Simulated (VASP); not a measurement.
# CuSi16 (a cell with a defect) in VASP: notebook

The runs below take CuSi16 (a cell with a defect) through single point, with PBE.

All numbers are computed with VASP 6.6.1; they aren't measurements. Logs are shortened: lines on timing, memory, paths and dates and some standing lists are left out, and cuts for length are marked.

### 1 The cell of the first run

The cell holds a defect, 17 atoms: a = 7.679 Å, b = 7.679 Å, c = 7.679 Å, α = 60.00°, β = 60.00°, γ = 60.00°.

### 2 Single point, PBE, collinear spin

Contents of INCAR:

```
PREC = Accurate ; ENCUT = 520
EDIFF = 1E-6 ; ISMEAR = -1
SIGMA = 0.05 ; LREAL = Auto
LASPH = T ; NELM = 150
ALGO = Normal ; ISIF = 2
LWAVE = F ; LCHARG = F
ISPIN = 2 ; MAGMOM = 0 0 0 0 0 0 0 0 0 0 0 0 0 0 0 0 1
LORBIT = 11 ; LMAXMIX = 4
GGA = PE ; NBANDS = 56
```

Contents of KPOINTS:

```
Automatic mesh
0
Gamma
  2 2 2
```

Contents of POSCAR:

```
CuSi16
1.0
    0.0000000000      5.4300000000      5.4300000000
    5.4300000000      0.0000000000      5.4300000000
    5.4300000000      5.4300000000      0.0000000000
Si Cu
16 1
Direct
    0.0008070792     -0.0004514581     -0.0009059900
    0.1226830085      0.1248608572      0.1262413558
    0.0008088605     -0.0004342348      0.5005768236
    0.1259776929      0.1231972914      0.6254354863
   -0.0085988836      0.5027065460      0.0029399268
    0.1236784531      0.6252133785      0.1266764774
    0.0010991242      0.4968782983      0.5010158928
    0.1236973908      0.6252313580      0.6244033124
    0.5005812124     -0.0018386092      0.0006309983
    0.6264829443      0.1243719717      0.1261921844
    0.4996300899     -0.0006500190      0.5005222309
    0.6264840313      0.1244079684      0.6229411513
    0.5022222181      0.5020122983      0.0024328295
    0.6225608346      0.6287841591      0.1242662908
    0.5022557343      0.5020634219      0.4932020338
    0.6267560859      0.6250064605      0.6240950554
    0.3711053237      0.3814379119      0.8736338406
```

Potentials or basis: VASP PAW PBE potentials, release 64 (Si, Cu).

Started as:

```bash
$ cat potpaw_PBE.64/Si/POTCAR potpaw_PBE.64/Cu/POTCAR > POTCAR
$ mpirun -np 1 vasp_std > vasp.out
```

OUTCAR:

```text
PREC = Accurate
   ENCUT = 520
   EDIFF = 1E-6
   ISMEAR = -1
   LREAL = Auto
   LASPH = T
   NELM = 150
   ISIF = 2
   ISPIN = 2
   LORBIT = 11
   GGA = PE

 ion  position               nearest neighbor table
   1  0.001  1.000  0.999-   4 2.34  10 2.35   6 2.35   2 2.35
   2  0.123  0.125  0.126-   3 2.35   1 2.35   5 2.37   9 2.37  17 2.74
   3  0.001  1.000  0.501-   4 2.34  12 2.35   8 2.35   2 2.35
   4  0.126  0.123  0.625-  11 2.34   1 2.34   3 2.34   7 2.34
   5  0.991  0.503  0.003-  14 2.31   2 2.37   6 2.37   8 2.37  17 2.38
   6  0.124  0.625  0.127-   1 2.35   7 2.35   5 2.37  13 2.37  17 2.70
   7  0.001  0.497  0.501-   4 2.34   8 2.35   6 2.35  16 2.35
   8  0.124  0.625  0.624-   3 2.35   7 2.35   5 2.37  15 2.37  17 2.70
   9  0.501  0.998  0.001-  14 2.32  10 2.37  12 2.37   2 2.37  17 2.40
  10  0.626  0.124  0.126-   1 2.35  11 2.35  13 2.37   9 2.37  17 2.76
  11  0.500  0.999  0.501-   4 2.34  10 2.35  12 2.35  16 2.35
  12  0.626  0.124  0.623-   3 2.35  11 2.35  15 2.37   9 2.37  17 2.76
  13  0.502  0.502  0.002-  14 2.31  10 2.37  16 2.37   6 2.37  17 2.39
  14  0.623  0.629  0.124-   5 2.31  15 2.31  13 2.31   9 2.32
  15  0.502  0.502  0.493-  14 2.31  12 2.37  16 2.37   8 2.37  17 2.39
  16  0.627  0.625  0.624-  11 2.35   7 2.35  15 2.37  13 2.37  17 2.71
  17  0.371  0.381  0.874-   5 2.38  15 2.39  13 2.39   9 2.40   8 2.70   6 2.70  16 2.71   2 2.74
                            12 2.76  10 2.76

  LATTYP: Found a face centered cubic cell.
 ALAT       =    10.8600000000

  Lattice vectors:

 A1 = (   0.0000000000,   5.4300000000,   5.4300000000)
 A2 = (   5.4300000000,   0.0000000000,   5.4300000000)
 A3 = (   5.4300000000,   5.4300000000,   0.0000000000)

Analysis of symmetry for initial positions (statically):
=====================================================================
 Subroutine PRICEL returns:
 Original cell was already a primitive cell.

 Routine SETGRP: Setting up the symmetry group for a
 face centered cubic supercell.

 Subroutine GETGRP returns: Found  1 space group operations
 (whereof  1 operations were pure point group operations)
 out of a pool of 48 trial point group operations.

The static configuration has the point symmetry C_1 .

Analysis of symmetry for dynamics (positions and initial velocities):
=====================================================================
 Subroutine PRICEL returns:
 Original cell was already a primitive cell.

 Routine SETGRP: Setting up the symmetry group for a
 face centered cubic supercell.

 Subroutine GETGRP returns: Found  1 space group operations
 (whereof  1 operations were pure point group operations)
 out of a pool of 48 trial point group operations.

The dynamic configuration has the point symmetry C_1 .

Analysis of structural, dynamic, and magnetic symmetry:
=====================================================================
 Subroutine PRICEL returns:
 Original cell was already a primitive cell.

 Routine SETGRP: Setting up the symmetry group for a
 face centered cubic supercell.

 Subroutine GETGRP returns: Found  1 space group operations
 (whereof  1 operations were pure point group operations)
 out of a pool of 48 trial point group operations.

The overall configuration has the point symmetry C_1 .

 Subroutine INISYM returns: Found  1 space group operations
 (whereof  1 operations are pure point group operations),
 and found     1 'primitive' translations

----------------------------------------------------------------------------------------

                                     Primitive cell

  volume of cell :     320.2060

  direct lattice vectors                    reciprocal lattice vectors
     0.000000000  5.430000000  5.430000000    -0.092081031  0.092081031  0.092081031
     5.430000000  0.000000000  5.430000000     0.092081031 -0.092081031  0.092081031
     5.430000000  5.430000000  0.000000000     0.092081031  0.092081031 -0.092081031

  length of vectors
     7.679179644  7.679179644  7.679179644     0.159489025  0.159489025  0.159489025

  position of ions in fractional coordinates (direct lattice)
     0.000807079  0.999548542  0.999094010
     0.122683008  0.124860857  0.126241356
     0.000808861  0.999565765  0.500576824
     0.125977693  0.123197291  0.625435486
     0.991401116  0.502706546  0.002939927
     0.123678453  0.625213378  0.126676477
[... 9 lines left out ...]
     0.626756086  0.625006461  0.624095055
     0.371105324  0.381437912  0.873633841

  ion indices of the primitive-cell ions
   primitive index   ion index
                 1           1
                 2           2
                 3           3
                 4           4
                 5           5
                 6           6
[... 9 lines left out ...]
                16          16
                17          17

----------------------------------------------------------------------------------------

 KPOINTS: Automatic mesh

[... 74 lines left out ...]
   LORBIT       =     11    0 simple, 1 ext, 2 COOP (PROOUT), +10 PAW based schemes
   GGA     = PE    functional components
   LHFCALC =     F    Hartree Fock is set to
   AEXX    =    0.0000 exact exchange contribution
   IVDW    =     0    specifies the selected vdW correction
   LEPSILON=     F    determine dielectric tensor
   LRPA    =     F    only Hartree local field effects (RPA)
 spin polarized calculation
  energy-cutoff  :      520.00
  volume of cell :      320.21
 maximum number of plane-waves:      8646
 NGX is ok and might be reduce to    60
   NGX = 29   NGY = 29   NGZ = 29

 number of electron      75.0000004 magnetization       0.0006673

 number of electron      75.0000004 magnetization      -0.0003142

 Free energy of the ion-electron system (eV)
  ---------------------------------------------------
  ext. energy  EPLUGINS =         0.00000000
  ---------------------------------------------------
  free energy    TOTEN  =       -87.49227639 eV

  energy without entropy =      -87.42167856  energy(sigma->0) =      -87.45697748

 E-fermi :   6.8791     XC(G=0):  -9.6680

 val. band max:        6.8780102284   @ k =   0.5000   0.0000   0.0000
 cond. band min:       6.8797254606   @ k =   0.0000   0.0000   0.5000
 fundamental gap:      0.0017152322
 Fermi energy:         6.8790741887

 spin component 1

 k-point     1 :       0.0000    0.0000    0.0000
  band No.  band energies     occupation
      1      -5.9322      1.00000
      2      -3.5399      1.00000
      3      -3.5376      1.00000
      4      -3.5372      1.00000
      5      -3.5281      1.00000
      6      -2.0345      1.00000
[... 41 lines left out ...]
     48       8.6239      0.00000
     49       8.6327      0.00000
[... 362 lines left out ...]
     48      10.4670      0.00000
     49      10.4782      0.00000
 Fermi energy:         6.8790741887

 spin component 2

 k-point     1 :       0.0000    0.0000    0.0000
  band No.  band energies     occupation
      1      -5.9323      1.00000
      2      -3.5400      1.00000
      3      -3.5376      1.00000
      4      -3.5372      1.00000
      5      -3.5281      1.00000
      6      -2.0346      1.00000
[... 41 lines left out ...]
     48       8.6238      0.00000
     49       8.6326      0.00000
[... 362 lines left out ...]
     48      10.4669      0.00000
     49      10.4782      0.00000
 [bands above 49 left out]

------------------------ aborting loop because EDIFF is reached ----------------------------------------

  FORCE on cell =-STRESS in cart. coord.  units (eV):
  Direction    XX          YY          ZZ          XY          YZ          ZX
  --------------------------------------------------------------------------------------
  -------------------------------------------------------------------------------------
  Total        8.4242660      8.4256078      8.4208412      0.0574200      0.1137207     -0.1174498
  in kB       42.1515131     42.1582268     42.1343771      0.2873055      0.5690110     -0.5876698
  external PRESSURE =      42.1480390 kB  Pullay stress =       0.0000000 kB

 VOLUME and BASIS-vectors are now :
 -----------------------------------------------------------------------------
  energy-cutoff  :      520.00
  volume of cell :      320.21
      direct lattice vectors                 reciprocal lattice vectors
     0.000000000  5.430000000  5.430000000    -0.092081031  0.092081031  0.092081031
     5.430000000  0.000000000  5.430000000     0.092081031 -0.092081031  0.092081031
     5.430000000  5.430000000  0.000000000     0.092081031  0.092081031 -0.092081031

 POSITION                                       TOTAL-FORCE (eV/Angst)
 -----------------------------------------------------------------------------------
     10.85263      5.42946      5.43193        -0.002905     -0.003527      0.003227
      1.36349      1.35166      1.34416        -0.003601      0.003542     -0.002921
      8.14577      2.72252      5.43203         0.003747      0.003226      0.003120
      4.06508      4.08017      1.35302         0.004688     -0.004947      0.003143
      2.74566      5.39927      8.11300         0.008095     -0.008014     -0.013040
      4.08276      1.35943      4.06648         0.003558     -0.000300      0.002797
[... 9 lines left out ...]
      6.78262      6.79212      6.79707         0.001851     -0.002066      0.002492
      6.81504      6.75893      4.08631        -0.002675      0.002960     -0.000193
 -----------------------------------------------------------------------------------
    total drift:                                0.005223     -0.006934      0.004581

  FREE ENERGIE OF THE ION-ELECTRON SYSTEM (eV)
  ---------------------------------------------------
  free  energy   TOTEN  =       -87.4922763905 eV

  energy  without entropy=      -87.4216785633  energy(sigma->0) =      -87.45697748

 total charge

# of ion       s       p       d       tot
------------------------------------------
    1        0.741   0.955   0.000   1.696
    2        0.737   0.948   0.000   1.685
    3        0.741   0.955   0.000   1.696
    4        0.739   0.963   0.000   1.702
    5        0.732   0.968   0.000   1.701
    6        0.736   0.948   0.000   1.684
[... 9 lines left out ...]
   16        0.737   0.948   0.000   1.685
   17        0.469   0.397   9.227  10.093
--------------------------------------------------
tot         12.293  15.691   9.227  37.210

 magnetization (x)

# of ion       s       p       d       tot
------------------------------------------
    1       -0.000  -0.000   0.000  -0.000
    2       -0.000  -0.000   0.000  -0.000
    3       -0.000  -0.000   0.000  -0.000
    4        0.000  -0.000   0.000  -0.000
    5       -0.000  -0.000   0.000  -0.000
    6       -0.000   0.000   0.000  -0.000
[... 9 lines left out ...]
   16       -0.000   0.000   0.000  -0.000
   17       -0.000  -0.000   0.000  -0.000
--------------------------------------------------
tot         -0.000  -0.000   0.000  -0.000
```

Run time: 24 min. Hardware: 1 thread of Oxide Virtual Turin-like, shared host; peak memory 0.68 GiB.

Results:

| Property | Result |
| --- | --- |
| Free energy | -87.4923 eV |
| Pressure | 4.2 GPa |
| Largest force | 0.017 eV/Å |
| Net moment | 0.00 μB per cell |
| Valence electrons inside the program's atomic spheres | Si 1.70, 1.69, 1.68, 1.72 (each value once); Cu 10.09 |

Forces in eV/Å, atoms in the order of the input:
```
Si  -0.003 -0.004  0.003
Si  -0.004  0.004 -0.003
Si   0.004  0.003  0.003
Si   0.005 -0.005  0.003
Si   0.008 -0.008 -0.013
Si   0.004  0.000  0.003
Si  -0.006  0.006 -0.006
Si   0.000 -0.003  0.003
Si  -0.007  0.007 -0.006
Si  -0.001  0.000 -0.003
Si   0.002 -0.002 -0.001
Si   0.000  0.002 -0.003
Si   0.006  0.011  0.008
Si   0.003 -0.003  0.002
Si  -0.011 -0.006  0.008
Si   0.002 -0.002  0.002
Cu  -0.003  0.003  0.000
```

Levels at points of the mesh, in eV from the Fermi level:
Spin up:
```csv
k point,band 34,band 35,band 36,band 37,band 38,band 39,band 40,band 41
"(0.00, 0.00, 0.00)",-1.32,-1.13,-0.63,-0.62,-0.61,0.06,0.06,0.09
"(0.50, 0.00, 0.00)",-1.41,-1.41,-1.19,-1.19,0.00,0.60,0.84,0.84
"(0.00, 0.50, 0.00)",-1.41,-1.41,-1.18,-1.18,0.00,0.58,0.83,0.83
"(0.00, 0.00, 0.50)",-1.41,-1.41,-1.19,-1.19,0.00,0.60,0.84,0.84
"(0.50, 0.50, 0.50)",-1.41,-1.41,-1.19,-1.19,0.00,0.60,0.84,0.84
"(0.50, 0.50, 0.00)",-1.99,-1.99,-1.96,-1.40,0.14,0.56,1.53,1.55
"(0.00, 0.50, 0.50)",-2.00,-1.99,-1.96,-1.40,0.14,0.56,1.53,1.56
"(0.50, 0.00, 0.50)",-2.00,-1.99,-1.96,-1.40,0.14,0.56,1.53,1.56
```
Spin down:
```tsv
k point	band 34	band 35	band 36	band 37	band 38	band 39	band 40	band 41
(0.00, 0.00, 0.00)	-1.32	-1.13	-0.63	-0.62	-0.61	0.06	0.06	0.09
(0.50, 0.00, 0.00)	-1.41	-1.41	-1.19	-1.19	0.00	0.60	0.84	0.84
(0.00, 0.50, 0.00)	-1.41	-1.41	-1.18	-1.18	0.00	0.58	0.83	0.83
(0.00, 0.00, 0.50)	-1.41	-1.41	-1.19	-1.19	0.00	0.60	0.84	0.84
(0.50, 0.50, 0.50)	-1.41	-1.41	-1.19	-1.19	0.00	0.60	0.84	0.84
(0.50, 0.50, 0.00)	-1.99	-1.99	-1.96	-1.40	0.14	0.56	1.53	1.55
(0.00, 0.50, 0.50)	-2.00	-1.99	-1.96	-1.40	0.14	0.56	1.53	1.56
(0.50, 0.00, 0.50)	-2.00	-1.99	-1.96	-1.40	0.14	0.56	1.53	1.56
```

Caveat: the k points lie up to 0.50 Å⁻¹ apart.

### 3 Single point, PBE, collinear spin

Contents of INCAR:

```
  ALGO = Normal
  EDIFF = 1E-6
  ENCUT = 520
  GGA = PE
  ISIF = 2
  ISMEAR = -1
  ISPIN = 2
  LASPH = True
  LCHARG = True
  LELF = True
  LMAXMIX = 4
  LORBIT = 11
  LREAL = Auto
  LVHAR = True
  LWAVE = False
  MAGMOM = 0 0 0 0 0 0 0 0 0 0 0 0 0 0 0 0 1
  NBANDS = 56
  NELM = 150
  PREC = Accurate
  SIGMA = 0.05
```

Contents of KPOINTS:

```
k-points
0
Gamma
  2 2 2
```

Contents of POSCAR:

```
CuSi16
1.0
    0.0000000000      5.4300000000      5.4300000000
    5.4300000000      0.0000000000      5.4300000000
    5.4300000000      5.4300000000      0.0000000000
Si Cu
16 1
Direct
   -0.0074795539      0.0024137351      0.0032502653
    0.1227018830      0.1219446334      0.1224258313
    0.0009273725     -0.0025464064      0.5013050983
    0.1226881850      0.1215044624      0.6343595724
    0.0009010439      0.5007204381     -0.0020399992
    0.1226457387      0.6335229266      0.1221811467
    0.0009340534      0.5004848173      0.5011664633
    0.1301200086      0.6231434278      0.6236316756
    0.5000716069     -0.0015885210     -0.0010288587
    0.6230030272      0.1255000659      0.1262391797
    0.5001054983     -0.0018229122      0.5035935939
    0.6266135376      0.1249152517      0.6246371097
    0.5000533440      0.5028339467     -0.0011390458
    0.6265541993      0.6240655578      0.1254638387
    0.5035613854      0.4986128132      0.4992297716
    0.6266282566      0.6238940107      0.6245443190
    0.2378980435      0.2539794532      1.2548952682
```

Potentials or basis: VASP PAW PBE potentials, release 64 (Si, Cu).

Started as:

```bash
$ cat potpaw_PBE.64/Si/POTCAR potpaw_PBE.64/Cu/POTCAR > POTCAR
$ mpirun -np 1 vasp_std > vasp.out
```

Run time: 23 min. Hardware: 1 thread of Oxide Virtual Turin-like, shared host; peak memory 0.69 GiB.

The run converged. Its results:

```
Free energy                                           : -87.4924 eV
Pressure                                              : 4.2 GPa
Largest force                                         : 0.017 eV/Å
Net moment                                            : 0.00 μB per cell
Valence electrons inside the program's atomic spheres : Si 1.72, 1.70, 1.68, 1.69 (each value once); Cu 10.09
```

Forces on the atoms (eV/Å):
```
Si  -0.007  0.006  0.006
Si  -0.012 -0.006 -0.008
Si   0.001 -0.002 -0.002
Si   0.010  0.010 -0.008
Si   0.001 -0.006 -0.002
Si   0.011 -0.006  0.012
Si   0.001 -0.001 -0.001
Si  -0.001  0.004  0.001
Si  -0.006  0.000 -0.002
Si  -0.010  0.008  0.009
Si   0.001  0.002 -0.001
Si   0.007 -0.004  0.001
Si   0.002  0.000  0.005
Si   0.006  0.002 -0.006
Si  -0.008  0.000  0.006
Si   0.000 -0.004 -0.006
Cu   0.004 -0.003 -0.004
```

Stress tensor (GPa, compression positive):
```
 4.20  0.07  0.07
 0.07  4.21 -0.07
 0.07 -0.07  4.20
```

Levels at points of the mesh, in eV from the Fermi level:
Spin up:
| k point | band 34 | band 35 | band 36 | band 37 | band 38 | band 39 | band 40 | band 41 |
| --- | --- | --- | --- | --- | --- | --- | --- | --- |
| (0.00, 0.00, 0.00) | -1.32 | -1.13 | -0.64 | -0.61 | -0.60 | 0.06 | 0.06 | 0.08 |
| (0.50, 0.00, 0.00) | -1.41 | -1.41 | -1.17 | -1.17 | 0.01 | 0.56 | 0.82 | 0.82 |
| (0.00, 0.50, 0.00) | -1.41 | -1.41 | -1.20 | -1.19 | 0.00 | 0.60 | 0.83 | 0.84 |
| (0.00, 0.00, 0.50) | -1.41 | -1.41 | -1.20 | -1.19 | 0.00 | 0.60 | 0.83 | 0.84 |
| (0.50, 0.50, 0.50) | -1.41 | -1.41 | -1.20 | -1.19 | 0.00 | 0.60 | 0.83 | 0.84 |
| (0.50, 0.50, 0.00) | -2.00 | -1.98 | -1.96 | -1.41 | 0.14 | 0.56 | 1.53 | 1.55 |
| (0.00, 0.50, 0.50) | -2.00 | -1.98 | -1.96 | -1.41 | 0.14 | 0.56 | 1.53 | 1.55 |
| (0.50, 0.00, 0.50) | -2.00 | -1.98 | -1.96 | -1.41 | 0.14 | 0.56 | 1.53 | 1.55 |
Spin down:
| k point | band 33 | band 34 | band 35 | band 36 | band 37 | band 38 | band 39 | band 40 | band 41 | band 42 |
| --- | --- | --- | --- | --- | --- | --- | --- | --- | --- | --- |
| (0.00, 0.00, 0.00) | -1.32 | -1.32 | -1.13 | -0.64 | -0.61 | -0.60 | 0.06 | 0.06 | 0.08 | 0.10 |
| (0.50, 0.00, 0.00) | -2.48 | -1.41 | -1.41 | -1.17 | -1.17 | 0.01 | 0.56 | 0.82 | 0.82 | 0.92 |
| (0.00, 0.50, 0.00) | -2.47 | -1.41 | -1.41 | -1.20 | -1.19 | 0.00 | 0.60 | 0.83 | 0.84 | 0.88 |
| (0.00, 0.00, 0.50) | -2.47 | -1.41 | -1.41 | -1.20 | -1.19 | 0.00 | 0.60 | 0.83 | 0.84 | 0.88 |
| (0.50, 0.50, 0.50) | -2.47 | -1.41 | -1.41 | -1.20 | -1.19 | 0.00 | 0.60 | 0.83 | 0.84 | 0.88 |
| (0.50, 0.50, 0.00) | -2.35 | -2.00 | -1.98 | -1.96 | -1.41 | 0.14 | 0.56 | 1.53 | 1.55 | 1.57 |
| (0.00, 0.50, 0.50) | -2.35 | -2.00 | -1.98 | -1.96 | -1.41 | 0.14 | 0.56 | 1.53 | 1.55 | 1.57 |
| (0.50, 0.00, 0.50) | -2.35 | -2.00 | -1.98 | -1.96 | -1.40 | 0.14 | 0.56 | 1.53 | 1.55 | 1.57 |

Caveat: the k points lie up to 0.50 Å⁻¹ apart.
